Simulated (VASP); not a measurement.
# H2ClF in VASP: further runs

H2ClF is run at these levels: PBE; tasks: single point.

Program: VASP 6.6.1. These are calculated values, not measurements. Logs are shortened: lines on timing, memory, paths and dates and some standing lists are left out, and cuts for length are marked.

### Step 1. The cell of the first run

The cell holds an amorphous packing of atoms, 24 atoms: a = 8.247 Å, b = 8.247 Å, c = 8.247 Å, α = 90.00°, β = 90.00°, γ = 90.00°.

### Step 2. Single point, PBE

Input file INCAR:

```
PREC = Accurate ; ENCUT = 520
EDIFF = 1E-7 ; ISMEAR = -1
SIGMA = 0.05 ; LREAL = Auto
LASPH = True ; NELM = 80
ALGO = Normal ; ISIF = 2
LWAVE = False ; LCHARG = False
GGA = PE ; NBANDS = 66
```

Input file KPOINTS:

```
regular mesh
0
Gamma
  1 1 1
```

Input file POSCAR:

```
H2ClF
1.0
    8.2474740000      0.0000000000      0.0000000000
    0.0000000000      8.2474740000      0.0000000000
    0.0000000000      0.0000000000      8.2474740000
Cl H F
6 12 6
Direct
    0.1095001936      0.3987160190      0.6490835861
    0.7085199662      0.0696455666      0.7384685299
    0.3142295447      0.0902094387      0.2623469925
    0.7567892909      0.8285930941     -0.0034313536
    0.2956784101      0.8793965280      0.6911206995
    0.5162186628      0.3357512858      0.9454046172
   -0.0280813253      0.4156181638      0.6920421938
    0.6724240658      0.2053840970      0.7772076638
    0.3167394041      0.2388367638      0.3296766986
    0.7031971244      0.8316970748     -0.1512826836
    0.3571275278      0.8611485165      0.5402138885
    0.4673915917      0.2412132491      1.0524919509
    0.0011154931      0.1989336371     -0.0362535244
    0.9417065152      0.9817066413      0.3592978893
    0.4131568041      0.5240149893      0.2522590553
    1.0073872315      0.9039858749      0.9298725889
    0.6543700532      0.6122601902      0.3378246479
    0.9040101248      0.7363102933      0.5271189700
   -0.0908156849      0.2641051066     -0.0424008612
    0.9516974531      0.8756014266      0.3333869255
    0.3253359756      0.5634331190      0.3185581428
    1.0584210390      1.0117279545      0.9305273348
    0.6203475149      0.5920236911      0.2232804856
    0.8309574544      0.6824513784      0.6168676615
```

Potentials or basis: VASP PAW PBE potentials, release 64 (Cl, H, F).

The run is started by

```
cat potpaw_PBE.64/Cl/POTCAR potpaw_PBE.64/H/POTCAR potpaw_PBE.64/F/POTCAR > POTCAR
mpirun -np 1 vasp_gam > vasp.out
```

OUTCAR:

```text
PREC = Accurate
   ENCUT = 520
   EDIFF = 1E-7
   ISMEAR = -1
   LREAL = Auto
   LASPH = True
   NELM = 80
   ISIF = 2
   GGA = PE

 ion  position               nearest neighbor table
   1  0.110  0.399  0.649-   7 1.20
   2  0.709  0.070  0.738-   8 1.20
   3  0.314  0.090  0.262-   9 1.35
   4  0.757  0.829  0.997-  10 1.30
   5  0.296  0.879  0.691-  11 1.35
   6  0.516  0.336  0.945-  12 1.25
[... 16 lines left out ...]
  23  0.620  0.592  0.223-  17 1.00
  24  0.831  0.682  0.617-  18 1.05

  LATTYP: Found a simple cubic cell.
 ALAT       =     8.2474740000

  Lattice vectors:

 A1 = (   8.2474740000,   0.0000000000,   0.0000000000)
 A2 = (   0.0000000000,   8.2474740000,   0.0000000000)
 A3 = (   0.0000000000,   0.0000000000,   8.2474740000)

Analysis of symmetry for initial positions (statically):
=====================================================================
 Subroutine PRICEL returns:
 Original cell was already a primitive cell.

 Routine SETGRP: Setting up the symmetry group for a
 simple cubic supercell.

 Subroutine GETGRP returns: Found  1 space group operations
 (whereof  1 operations were pure point group operations)
 out of a pool of 48 trial point group operations.

The static configuration has the point symmetry C_1 .

Analysis of symmetry for dynamics (positions and initial velocities):
=====================================================================
 Subroutine PRICEL returns:
 Original cell was already a primitive cell.

 Routine SETGRP: Setting up the symmetry group for a
 simple cubic supercell.

 Subroutine GETGRP returns: Found  1 space group operations
 (whereof  1 operations were pure point group operations)
 out of a pool of 48 trial point group operations.

The dynamic configuration has the point symmetry C_1 .

 Subroutine INISYM returns: Found  1 space group operations
 (whereof  1 operations are pure point group operations),
 and found     1 'primitive' translations

----------------------------------------------------------------------------------------

                                     Primitive cell

  volume of cell :     561.0000

  direct lattice vectors                    reciprocal lattice vectors
     8.247474000  0.000000000  0.000000000     0.121249246  0.000000000  0.000000000
     0.000000000  8.247474000  0.000000000     0.000000000  0.121249246  0.000000000
     0.000000000  0.000000000  8.247474000     0.000000000  0.000000000  0.121249246

  length of vectors
     8.247474000  8.247474000  8.247474000     0.121249246  0.121249246  0.121249246

  position of ions in fractional coordinates (direct lattice)
     0.109500194  0.398716019  0.649083586
     0.708519966  0.069645567  0.738468530
     0.314229545  0.090209439  0.262346992
     0.756789291  0.828593094  0.996568646
     0.295678410  0.879396528  0.691120699
     0.516218663  0.335751286  0.945404617
[... 16 lines left out ...]
     0.620347515  0.592023691  0.223280486
     0.830957454  0.682451378  0.616867662

  ion indices of the primitive-cell ions
   primitive index   ion index
                 1           1
                 2           2
                 3           3
                 4           4
                 5           5
                 6           6
[... 16 lines left out ...]
                23          23
                24          24

----------------------------------------------------------------------------------------

 KPOINTS: regular mesh

Automatic generation of k-mesh.
 Grid dimensions read from file:
 generate k-points for:    1    1    1

 Generating k-lattice:

  Cartesian coordinates                     Fractional coordinates (reciprocal lattice)
     0.121249246  0.000000000  0.000000000     1.000000000  0.000000000  0.000000000
     0.000000000  0.121249246  0.000000000     0.000000000  1.000000000  0.000000000
     0.000000000  0.000000000  0.121249246     0.000000000  0.000000000  1.000000000

  Length of vectors
     0.121249246  0.121249246  0.121249246

  Shift w.r.t. Gamma in fractional coordinates (k-lattice)
     0.000000000  0.000000000  0.000000000

 Subroutine IBZKPT returns following result:
 ===========================================

 Found      1 irreducible k-points:

 Following reciprocal coordinates:
            Coordinates               Weight
  0.000000  0.000000  0.000000      1.000000
   k-points           NKPTS =      1   k-points in BZ     NKDIM =      1   number of bands    NBANDS=     66
   number of dos      NEDOS =    301   number of ions     NIONS =     24
   total plane-waves  NPLWV = 262144
   dimension x,y,z NGX =    64 NGY =   64 NGZ =   64
   dimension x,y,z NGXF=   128 NGYF=  128 NGZF=  128
   ions per type =               6  12   6
   NGX,Y,Z   is equivalent  to a cutoff of  12.90, 12.90, 12.90 a.u.
   NGXF,Y,Z  is equivalent  to a cutoff of  25.80, 25.80, 25.80 a.u.
 SYSTEM =  unknown system
   PREC   = accura    normal or accurate (medium, high low for compatibility)
   ISTART =      0    job   : 0-new  1-cont  2-samecut
   ICHARG =      2    charge: 1-file 2-atom 10-const
   ISPIN  =      1    spin polarized calculation?
   LNONCOLLINEAR =      F non collinear calculations
   LSORBIT =      F    spin-orbit coupling
   LASPH  =      T    aspherical Exc in radial PAW
   ENCUT  =  520.0 eV  38.22 Ry    6.18 a.u.  15.33 15.33 15.33*2*pi/ulx,y,z
   NELM   =     80;   NELMIN=  2; NELMDL= -5     # of ELM steps
   EDIFF  = 0.1E-06   stopping-criterion for ELM
   LREAL  =      T    real-space projection
   EDIFFG = 0.1E-05   stopping-criterion for IOM
   NSW    =      0    number of steps for IOM
   IBRION =     -1    ionic relax: 0-MD 1-quasi-New 2-CG
   NFREE  =      0    steps in history (QN), initial steepest desc. (CG)
   ISIF   =      2    stress and relaxation
   ISYM   =      2    0-nonsym 1-usesym 2-fastsym
   POTIM  = 0.5000    time-step for ionic-motion
   TEBEG  =    0.0;   TEEND  =   0.0 temperature during run
   PSTRESS=    0.0 pullay stress
   NELECT =      96.0000    total number of electrons
   NUPDOWN=      -1.0000    fix difference up-down
   EMIN   =  10.00;   EMAX   =-10.00  energy-range for DOS
   EFERMI =   0.00;   METHOD = LEGACY
   ISMEAR =    -1;   SIGMA  =   0.05  broadening in eV -4-tet -1-fermi 0-gaus
   EFERMI_NEDOS =   21; number of points for ismear=-14 and -15
   IALGO  =     38    algorithm
   IMIX   =      4    mixing-type and parameters
     AMIX     =   0.40;   BMIX     =  1.00
     AMIX_MAG =   1.60;   BMIX_MAG =  1.00
  volume/ion in A,a.u.               =      23.38       157.74
  Fermi-wavevector in a.u.,A,eV,Ry     =   0.908889  1.717552 11.239496  0.826080
  Thomas-Fermi vector in A             =   2.032869
   LORBIT       =      0    0 simple, 1 ext, 2 COOP (PROOUT), +10 PAW based schemes
   GGA     = PE    functional components
   LHFCALC =     F    Hartree Fock is set to
   AEXX    =    0.0000 exact exchange contribution
   IVDW    =     0    specifies the selected vdW correction
   LEPSILON=     F    determine dielectric tensor
   LRPA    =     F    only Hartree local field effects (RPA)
 non-spin polarized calculation
  energy-cutoff  :      520.00
  volume of cell :      561.00
 maximum number of plane-waves:      7602
 NGX is ok and might be reduce to    64
   NGX = 31   NGY = 31   NGZ = 31

 number of electron      95.9999995 magnetization

 Free energy of the ion-electron system (eV)
  ---------------------------------------------------
  ext. energy  EPLUGINS =         0.00000000
  ---------------------------------------------------
  free energy    TOTEN  =       -83.71955912 eV

  energy without entropy =      -83.71955912  energy(sigma->0) =      -83.71955912

 E-fermi :  -2.9735     XC(G=0):  -5.5491

 val. band max:       -4.1717006117   @ k =   0.0000   0.0000   0.0000
 cond. band min:       0.2657567063   @ k =   0.0000   0.0000   0.0000
 fundamental gap:      4.4374573179
 Fermi energy:        -2.9734909547

 k-point     1 :       0.0000    0.0000    0.0000
  band No.  band energies     occupation
      1     -28.3977      2.00000
      2     -27.4320      2.00000
      3     -27.0722      2.00000
      4     -26.6872      2.00000
      5     -26.6833      2.00000
      6     -26.2187      2.00000
[... 52 lines left out ...]
     59       3.9817      0.00000
     60       4.1838      0.00000
 [bands above 60 left out]

------------------------ aborting loop because EDIFF is reached ----------------------------------------

  FORCE on cell =-STRESS in cart. coord.  units (eV):
  Direction    XX          YY          ZZ          XY          YZ          ZX
  --------------------------------------------------------------------------------------
  -------------------------------------------------------------------------------------
  Total        4.8204284      7.1159398     -2.7173150     -3.5601334     -0.5933139     -0.6637725
  in kB       13.7668112     20.3226334     -7.7604643    -10.1674955     -1.6944637     -1.8956886
  external PRESSURE =       8.7763268 kB  Pullay stress =       0.0000000 kB

 VOLUME and BASIS-vectors are now :
 -----------------------------------------------------------------------------
  energy-cutoff  :      520.00
  volume of cell :      561.00
      direct lattice vectors                 reciprocal lattice vectors
     8.247474000  0.000000000  0.000000000     0.121249246  0.000000000  0.000000000
     0.000000000  8.247474000  0.000000000     0.000000000  0.121249246  0.000000000
     0.000000000  0.000000000  8.247474000     0.000000000  0.000000000  0.121249246

 POSITION                                       TOTAL-FORCE (eV/Angst)
 -----------------------------------------------------------------------------------
      0.90310      3.28840      5.35330         3.293763     -0.402270     -1.125181
      5.84350      0.57440      6.09050         0.890644     -2.589812     -2.412784
      2.59160      0.74400      2.16370         0.068063      1.384055      0.537982
      6.24160      6.83380      8.21917         0.126037     -0.786597      0.280041
      2.43860      7.25280      5.70000         0.636511     -0.214733     -1.608137
      4.25750      2.76910      7.79720         0.099875      1.577305     -0.805460
[... 16 lines left out ...]
      5.11630      4.88270      1.84150         0.754647      0.167759      2.554367
      6.85330      5.62850      5.08760         1.945093      1.552868     -2.779556
 -----------------------------------------------------------------------------------
    total drift:                                0.001523     -0.001647     -0.002887

  FREE ENERGIE OF THE ION-ELECTRON SYSTEM (eV)
  ---------------------------------------------------
  free  energy   TOTEN  =       -83.7195591216 eV

  energy  without entropy=      -83.7195591215  energy(sigma->0) =      -83.71955912
```

Run time: 41 s. Hardware: 1 thread of Intel Xeon 6975P-C (Granite Rapids), shared host; peak memory 0.55 GiB.

What came out:

- Free energy: -83.7196 eV
- Pressure: 0.9 GPa
- Largest force: 3.731 eV/Å
- Band gap on the k mesh: 4.44 eV

Forces on the atoms (eV/Å):
```
Cl   3.294 -0.402 -1.125
Cl   0.891 -2.590 -2.413
Cl   0.068  1.384  0.538
Cl   0.126 -0.787  0.280
Cl   0.637 -0.215 -1.608
Cl   0.100  1.577 -0.805
H   -3.197  0.387  1.089
H   -0.834  2.935  0.986
H   -0.126 -1.274 -0.463
H    0.064 -0.189  0.419
H   -0.635  0.134  1.497
H   -0.487 -1.178  1.009
H    0.450 -0.785 -0.113
H   -0.153  2.358  0.548
H   -0.348  0.712  0.342
H    0.078  1.384  0.185
H   -0.633 -0.380 -2.279
H   -1.961 -1.389  2.453
F   -0.787  1.358  0.309
F    0.114 -2.497 -0.259
F    0.289 -0.613 -0.321
F    0.354 -1.653 -0.042
F    0.755  0.168  2.554
F    1.945  1.553 -2.780
```

Levels at points of the mesh, in eV from the valence-band top:
```csv
k point,band 46,band 47,band 48,band 49,band 50,band 51
"(0.00, 0.00, 0.00)",-0.45,-0.27,0.00,4.44,5.59,6.20
```

Caveat: the k points lie up to 0.76 Å⁻¹ apart.

(Part 1 of 2 ends here.)
